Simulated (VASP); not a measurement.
NaH6Os2, 9 atoms in the cell. It takes space group F-43m (No. 216, cubic). The conventional cell has a = 7.070 Å, b = 7.070 Å, c = 7.070 Å, α = 90.00°, β = 90.00°, γ = 90.00°. Within 2.5 Å of Na (site symmetry -43m) lie 6 H at 1.86 Å. H (site symmetry 2mm) has 1 Os at 1.68 Å and 1 Na at 1.86 Å within 2.2 Å. Within 3.3 Å of Os (site symmetry -43m) lie 12 H at 2.50 Å and 4 Na at 3.06 Å and 4 Os at 3.06 Å. Os (site symmetry -43m) has 6 H at 1.68 Å within 2.2 Å. The cell was built from a structure type or drawn by symmetry, and may not be a known phase.

| Quantity | Value |
| --- | --- |
| Program | VASP 6.6.1 |
| Task | single point |
| Functional | PBE |
| Potentials or basis | VASP PAW PBE potentials, release 64 (Na_pv, H, Os) |
| Cutoff | 520 eV |
| k mesh | 4 × 4 × 4 |
| Occupations | gaussian, width 0.1 eV |
| Spin | no spin polarisation |
| Dipole correction | no |
| Further INCAR settings | ALGO = Normal; EDIFF = 1e-06; NBANDS = 24 |

Potentials or basis: VASP PAW PBE potentials, release 64 (Na_pv, H, Os).

Launch:

```console
$ cat potpaw_PBE.64/Na_pv/POTCAR potpaw_PBE.64/H/POTCAR potpaw_PBE.64/Os/POTCAR > POTCAR
$ mpirun -np 1 vasp_std > vasp.out
```

Hardware: 1 thread of Intel Xeon 8259CL, on a shared host.

Question: Estimate the wall time of this run.

Answer: Wall time 56 s on 1 thread of Intel Xeon 8259CL (shared host), peak memory 0.24 GiB. Counts: scf iterations 15, k points 8.
